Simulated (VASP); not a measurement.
# Ag in VASP: single point with PBEsol

Aim: the single point of Ag with PBEsol.

Program: VASP 6.6.1. These are calculated values, not measurements. Logs are shortened: lines on timing, memory, paths and dates and some standing lists are left out, and cuts for length are marked.

## (1) The cell of the first run

The cell holds a slab with vacuum, 7 atoms: a = 2.867 Å, b = 2.867 Å, c = 27.163 Å, α = 90.00°, β = 90.00°, γ = 90.00°.

## (2) Single point, PBEsol

File INCAR:

```
ALGO = Normal ; DIPOL = 0.5 0.5 0.500
EDIFF = 1E-6 ; ENCUT = 520
GGA = PS ; IDIPOL = 3
ISIF = 2 ; ISMEAR = 0
LASPH = True ; LCHARG = False
LDIPOL = True ; LREAL = False
LWAVE = False ; NBANDS = 48
NELM = 60 ; PREC = Accurate
SIGMA = 0.1
```

File KPOINTS:

```
k-points
0
Gamma
  12 12 1
```

File POSCAR:

```
Ag
1.0
    2.8669017010      0.0000000000      0.0000000000
    0.0000000000      2.8669017010      0.0000000000
    0.0000000000      0.0000000000     27.1632338025
Ag
7
Direct
    0.5000000000      0.5000000000      0.2777829335
    0.0000000000      0.0000000000      0.3510138840
    0.5000000000      0.5000000000      0.4256384340
    0.0000000000      0.0000000000      0.4999999998
    0.5000000000      0.5000000000      0.5743615654
    0.0000000000      0.0000000000      0.6489861159
    0.5000000000      0.5000000000      0.7222170673
```

Potentials or basis: VASP PAW PBE potentials, release 64 (Ag).

Command:

```sh
> cat potpaw_PBE.64/Ag/POTCAR > POTCAR
> mpirun -np 1 vasp_std > vasp.out
```

OUTCAR:

```text
EDIFF = 1E-6
   ENCUT = 520
   GGA = PS
   ISIF = 2
   ISMEAR = 0
   LASPH = True
   LREAL = False
   NELM = 60
   PREC = Accurate

 ion  position               nearest neighbor table
   1  0.500  0.500  0.278-   2 2.84   2 2.84   2 2.84   2 2.84
   2  0.000  0.000  0.351-   1 2.84   1 2.84   1 2.84   1 2.84   3 2.87   3 2.87   3 2.87   3 2.87

   3  0.500  0.500  0.426-   4 2.86   4 2.86   4 2.86   4 2.86   2 2.87   2 2.87   2 2.87   2 2.87

   4  0.000  0.000  0.500-   5 2.86   5 2.86   5 2.86   5 2.86   3 2.86   3 2.86   3 2.86   3 2.86

   5  0.500  0.500  0.574-   4 2.86   4 2.86   4 2.86   4 2.86   6 2.87   6 2.87   6 2.87   6 2.87

   6  0.000  0.000  0.649-   7 2.84   7 2.84   7 2.84   7 2.84   5 2.87   5 2.87   5 2.87   5 2.87

   7  0.500  0.500  0.722-   6 2.84   6 2.84   6 2.84   6 2.84

  LATTYP: Found a simple tetragonal cell.
 ALAT       =     2.8669017010
 C/A-ratio  =     9.4747698510

  Lattice vectors:

 A1 = (   2.8669017010,   0.0000000000,   0.0000000000)
 A2 = (   0.0000000000,   2.8669017010,   0.0000000000)
 A3 = (   0.0000000000,   0.0000000000,  27.1632338025)

Analysis of symmetry for initial positions (statically):
=====================================================================
 Subroutine PRICEL returns:
 Original cell was already a primitive cell.

 Routine SETGRP: Setting up the symmetry group for a
 simple tetragonal supercell.

 Subroutine GETGRP returns: Found 16 space group operations
 (whereof 16 operations were pure point group operations)
 out of a pool of 16 trial point group operations.

The static configuration has the point symmetry D_4h.

Analysis of symmetry for dynamics (positions and initial velocities):
=====================================================================
 Subroutine PRICEL returns:
 Original cell was already a primitive cell.

 Routine SETGRP: Setting up the symmetry group for a
 simple tetragonal supercell.

 Subroutine GETGRP returns: Found 16 space group operations
 (whereof 16 operations were pure point group operations)
 out of a pool of 16 trial point group operations.

The dynamic configuration has the point symmetry D_4h.

 Subroutine INISYM returns: Found 16 space group operations
 (whereof 16 operations are pure point group operations),
 and found     1 'primitive' translations

----------------------------------------------------------------------------------------

                                     Primitive cell

  volume of cell :     223.2580

  direct lattice vectors                    reciprocal lattice vectors
     2.866901701  0.000000000  0.000000000     0.348808611  0.000000000  0.000000000
     0.000000000  2.866901701  0.000000000     0.000000000  0.348808611  0.000000000
     0.000000000  0.000000000 27.163233802     0.000000000  0.000000000  0.036814468

  length of vectors
     2.866901701  2.866901701 27.163233802     0.348808611  0.348808611  0.036814468

  position of ions in fractional coordinates (direct lattice)
     0.500000000  0.500000000  0.277782933
     0.000000000  0.000000000  0.351013884
     0.500000000  0.500000000  0.425638434
     0.000000000  0.000000000  0.500000000
     0.500000000  0.500000000  0.574361565
     0.000000000  0.000000000  0.648986116
     0.500000000  0.500000000  0.722217067

  ion indices of the primitive-cell ions
   primitive index   ion index
                 1           1
                 2           2
                 3           3
                 4           4
                 5           5
                 6           6
                 7           7

----------------------------------------------------------------------------------------

 KPOINTS: k-points

Automatic generation of k-mesh.
 Grid dimensions read from file:
 generate k-points for:   12   12    1

 Generating k-lattice:

  Cartesian coordinates                     Fractional coordinates (reciprocal lattice)
     0.029067384  0.000000000  0.000000000     0.083333333  0.000000000  0.000000000
     0.000000000  0.029067384  0.000000000     0.000000000  0.083333333  0.000000000
     0.000000000  0.000000000  0.036814468     0.000000000  0.000000000  1.000000000

  Length of vectors
     0.029067384  0.029067384  0.036814468

  Shift w.r.t. Gamma in fractional coordinates (k-lattice)
     0.000000000  0.000000000  0.000000000

 Subroutine IBZKPT returns following result:
 ===========================================

 Found     28 irreducible k-points:

 Following reciprocal coordinates:
            Coordinates               Weight
  0.000000  0.000000  0.000000      1.000000
  0.083333  0.000000  0.000000      4.000000
  0.166667  0.000000  0.000000      4.000000
  0.250000  0.000000  0.000000      4.000000
  0.333333  0.000000  0.000000      4.000000
  0.416667  0.000000  0.000000      4.000000
[... 16 lines left out ...]
  0.333333  0.333333  0.000000      4.000000
  0.416667  0.333333  0.000000      8.000000
 [... further k-points ...]
   k-points           NKPTS =     28   k-points in BZ     NKDIM =     28   number of bands    NBANDS=     48
   number of dos      NEDOS =    301   number of ions     NIONS =      7
   total plane-waves  NPLWV = 120960
   dimension x,y,z NGX =    24 NGY =   24 NGZ =  210
   dimension x,y,z NGXF=    48 NGYF=   48 NGZF=  420
   ions per type =               7
   NGX,Y,Z   is equivalent  to a cutoff of  13.92, 13.92, 12.85 a.u.
   NGXF,Y,Z  is equivalent  to a cutoff of  27.83, 27.83, 25.71 a.u.
 SYSTEM =  unknown system
   PREC   = accura    normal or accurate (medium, high low for compatibility)
   ISTART =      0    job   : 0-new  1-cont  2-samecut
   ICHARG =      2    charge: 1-file 2-atom 10-const
   ISPIN  =      1    spin polarized calculation?
   LNONCOLLINEAR =      F non collinear calculations
   LSORBIT =      F    spin-orbit coupling
   LASPH  =      T    aspherical Exc in radial PAW
   ENCUT  =  520.0 eV  38.22 Ry    6.18 a.u.   5.33  5.33 50.51*2*pi/ulx,y,z
   NELM   =     60;   NELMIN=  2; NELMDL= -5     # of ELM steps
   EDIFF  = 0.1E-05   stopping-criterion for ELM
   LREAL  =      F    real-space projection
   EDIFFG = 0.1E-04   stopping-criterion for IOM
   NSW    =      0    number of steps for IOM
   IBRION =     -1    ionic relax: 0-MD 1-quasi-New 2-CG
   NFREE  =      0    steps in history (QN), initial steepest desc. (CG)
   ISIF   =      2    stress and relaxation
   ISYM   =      2    0-nonsym 1-usesym 2-fastsym
   POTIM  = 0.5000    time-step for ionic-motion
   TEBEG  =    0.0;   TEEND  =   0.0 temperature during run
   PSTRESS=    0.0 pullay stress
   NELECT =      77.0000    total number of electrons
   NUPDOWN=      -1.0000    fix difference up-down
   EMIN   =  10.00;   EMAX   =-10.00  energy-range for DOS
   EFERMI =   0.00;   METHOD = LEGACY
   ISMEAR =     0;   SIGMA  =   0.10  broadening in eV -4-tet -1-fermi 0-gaus
   EFERMI_NEDOS =   21; number of points for ismear=-14 and -15
   IALGO  =     38    algorithm
   IMIX   =      4    mixing-type and parameters
     AMIX     =   0.40;   BMIX     =  1.00
     AMIX_MAG =   1.60;   BMIX_MAG =  1.00
  volume/ion in A,a.u.               =      31.89       215.23
  Fermi-wavevector in a.u.,A,eV,Ry     =   1.148073  2.169543 17.933443  1.318071
  Thomas-Fermi vector in A             =   2.284749
   LORBIT       =      0    0 simple, 1 ext, 2 COOP (PROOUT), +10 PAW based schemes
   GGA     = PS    functional components
   LHFCALC =     F    Hartree Fock is set to
   AEXX    =    0.0000 exact exchange contribution
   IVDW    =     0    specifies the selected vdW correction
   LEPSILON=     F    determine dielectric tensor
   LRPA    =     F    only Hartree local field effects (RPA)
 non-spin polarized calculation
 Gauss-broadening in eV      SIGMA  =   0.10
  energy-cutoff  :      520.00
  volume of cell :      223.26
 maximum number of plane-waves:      6066
 NGX is ok and might be reduce to    24
   NGX = 11   NGY = 11   NGZ =101

 dipolmoment           0.000000      0.000000     -0.000000 electrons x Angstroem

 number of electron      76.9999978 magnetization

 dipolmoment           0.000000      0.000000      0.000000 electrons x Angstroem

 Free energy of the ion-electron system (eV)
  ---------------------------------------------------
  ext. energy  EPLUGINS =         0.00000000
  ---------------------------------------------------
  free energy    TOTEN  =       -22.02650371 eV

  energy without entropy =      -22.01747618  energy(sigma->0) =      -22.02198994

 E-fermi :   2.4319     XC(G=0):  -7.1805

 val. band max:        2.4243806433   @ k =   0.1667   0.0000   0.0000
 cond. band min:       2.4675523417   @ k =   0.5000   0.0000   0.0000
 fundamental gap:      0.0431716984
 Fermi energy:         2.4318651097

 k-point     1 :       0.0000    0.0000    0.0000
  band No.  band energies     occupation
      1      -5.4191      2.00000
      2      -4.9076      2.00000
      3      -4.1849      2.00000
      4      -4.0702      2.00000
      5      -3.9678      2.00000
      6      -3.9143      2.00000
[... 40 lines left out ...]
     47       9.4781      0.00000
     48      10.2774      0.00000

 k-point     2 :       0.0833    0.0000    0.0000
  band No.  band energies     occupation
      1      -5.2756      2.00000
      2      -4.7776      2.00000
      3      -4.0891      2.00000
      4      -3.9886      2.00000
      5      -3.8905      2.00000
      6      -3.8451      2.00000
[... 40 lines left out ...]
     47       9.6004      0.00000
     48      10.3341      0.00000

 k-point     3 :       0.1667    0.0000    0.0000
  band No.  band energies     occupation
      1      -4.8722      2.00000
      2      -4.4419      2.00000
      3      -3.9151      2.00000
      4      -3.8277      2.00000
      5      -3.7418      2.00000
      6      -3.6226      2.00000
[... 1060 lines left out ...]
     47       9.6325      0.00000
     48       9.9164      0.00000

 k-point    24 :       0.4167    0.3333    0.0000
  band No.  band energies     occupation
      1      -3.7971      2.00000
      2      -3.7516      2.00000
      3      -3.7248      2.00000
      4      -3.6878      2.00000
      5      -3.5306      2.00000
      6      -3.5193      2.00000
[... 40 lines left out ...]
     47       9.5975      0.00000
     48      10.2975      0.00000

 [... further k-points ...]

------------------------ aborting loop because EDIFF is reached ----------------------------------------

 vacuum level on the upper side and lower side of the slab       (xc-potential included)        -0.131        -0.131

  FORCE on cell =-STRESS in cart. coord.  units (eV):
  Direction    XX          YY          ZZ          XY          YZ          ZX
  --------------------------------------------------------------------------------------
  -------------------------------------------------------------------------------------
  Total       -1.3143729     -1.3143729     -0.1668398      0.0000000      0.0000000      0.0000000
  in kB       -9.4323978     -9.4323978     -1.1973008      0.0000000      0.0000000      0.0000000
  external PRESSURE =      -6.6873654 kB  Pullay stress =       0.0000000 kB

 VOLUME and BASIS-vectors are now :
 -----------------------------------------------------------------------------
  energy-cutoff  :      520.00
  volume of cell :      223.26
      direct lattice vectors                 reciprocal lattice vectors
     2.866901701  0.000000000  0.000000000     0.348808611  0.000000000  0.000000000
     0.000000000  2.866901701  0.000000000     0.000000000  0.348808611  0.000000000
     0.000000000  0.000000000 27.163233802     0.000000000  0.000000000  0.036814468

 POSITION                                       TOTAL-FORCE (eV/Angst)
 -----------------------------------------------------------------------------------
      1.43345      1.43345      7.54548        -0.000000     -0.000000      0.007973
      0.00000      0.00000      9.53467         0.000000     -0.000000      0.001553
      1.43345      1.43345     11.56172         0.000000      0.000000     -0.001152
      0.00000      0.00000     13.58162         0.000000     -0.000000      0.000000
      1.43345      1.43345     15.60152         0.000000      0.000000      0.001152
      0.00000      0.00000     17.62856         0.000000     -0.000000     -0.001553
      1.43345      1.43345     19.61775         0.000000      0.000000     -0.007973
 -----------------------------------------------------------------------------------
    total drift:                                0.000000     -0.000000      0.000004

  FREE ENERGIE OF THE ION-ELECTRON SYSTEM (eV)
  ---------------------------------------------------
  free  energy   TOTEN  =       -22.0265037111 eV

  energy  without entropy=      -22.0174761774  energy(sigma->0) =      -22.02198994

 vacuum level on the upper side and lower side of the slab         6.694         6.694
```

Wall time 4.4 min (1 thread of Intel Xeon Platinum 8488C (Sapphire Rapids), shared host); peak memory 0.45 GiB.

What came out:

```yaml
Free_energy: -22.0265 eV
Largest_force: 0.008 eV/Å
```

Forces in eV/Å, atoms in the order of the input:
```
Ag   0.000  0.000  0.008
Ag   0.000  0.000  0.002
Ag   0.000  0.000 -0.001
Ag   0.000  0.000  0.000
Ag   0.000  0.000  0.001
Ag   0.000  0.000 -0.002
Ag   0.000  0.000 -0.008
```

Levels at points of the mesh, in eV from the Fermi level:
| k point | band 37 | band 38 | band 39 | band 40 | band 41 | band 42 |
| --- | --- | --- | --- | --- | --- | --- |
| (0.00, 0.00, 0.00) | -2.97 | -2.80 | -2.80 | -2.56 | -0.95 | 0.59 |
| (0.50, 0.00, 0.00) | -0.55 | -0.53 | -0.50 | -0.50 | 0.04 | 0.05 |
| (0.50, 0.50, 0.00) | 1.87 | 2.85 | 2.85 | 4.22 | 4.22 | 5.78 |

Caveat: the PAW data sets were made with another functional, which shifts forces and pressure a little.
